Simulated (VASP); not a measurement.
Set up this calculation in VASP 6.6.1, as the native input.

* Task: single point
* Functional: PBE
* Potentials or basis: VASP PAW PBE potentials, release 64 (Si, Sn_d)
* Cutoff: 520 eV
* k mesh: 3 × 3 × 3
* Occupations: gaussian, width 0.2 eV
* Spin: no spin polarisation
* Dipole correction: no
* Further INCAR settings: ALGO = Normal; EDIFF = 1e-06; NBANDS = 48

The structure of Si2Sn5 lies in POSCAR:

```
Si2Sn5
1.0
    8.5431798617     -0.0000000038      0.0000000000
   -4.2715899276      7.3986107912      0.0000000000
    0.0000000000      0.0000000000      4.3489100925
Si Sn
2 5
Direct
    0.0000000000      0.0000000000      0.5000000000
    0.0000000000      0.0000000000      0.0000000000
    0.6853483945      0.0000000000      0.0000000000
    0.0000000000      0.6853483945      0.0000000000
    0.3146516055      0.3146516055      0.0000000000
    0.3333333333      0.6666666667      0.0000000000
    0.6666666667      0.3333333333      0.0000000000
```

The cell was generated, and may not be a known phase.

One way to write it, as run:

INCAR

```
SYSTEM = Si2Sn5
ALGO = Normal
EDIFF = 1E-6
ENCUT = 520
GGA = PE
ISIF = 2
ISMEAR = 0
LASPH = .TRUE.
LCHARG = .FALSE.
LREAL = .FALSE.
LWAVE = .FALSE.
NBANDS = 48
NELM = 60
PREC = Accurate
SIGMA = 0.2
```

KPOINTS

```
k-points
0
G
  3 3 3
  0 0 0
```

Potentials or basis: VASP PAW PBE potentials, release 64 (Si, Sn_d).

Command:

```console
$ cat potpaw_PBE.64/Si/POTCAR potpaw_PBE.64/Sn_d/POTCAR > POTCAR
$ mpirun -np 1 vasp_std > vasp.out
```

It gave:

```json
{"Pressure": "0.0 GPa", "Largest force": "0.006 eV/Å", "Band gap on the k mesh": "zero (bands 39 and 40 overlap by 1.41 eV)"}
```

Caveat: the k points lie up to 0.48 Å⁻¹ apart, too coarse for converged energies and pressures of a metal; spin-orbit coupling is left out, which moves the levels of the heavy elements.

Wall time 58 s on 1 thread of Intel(R) Xeon(R) Platinum 8488C (Sapphire Rapids), on a shared host, peak memory 0.35 GiB.
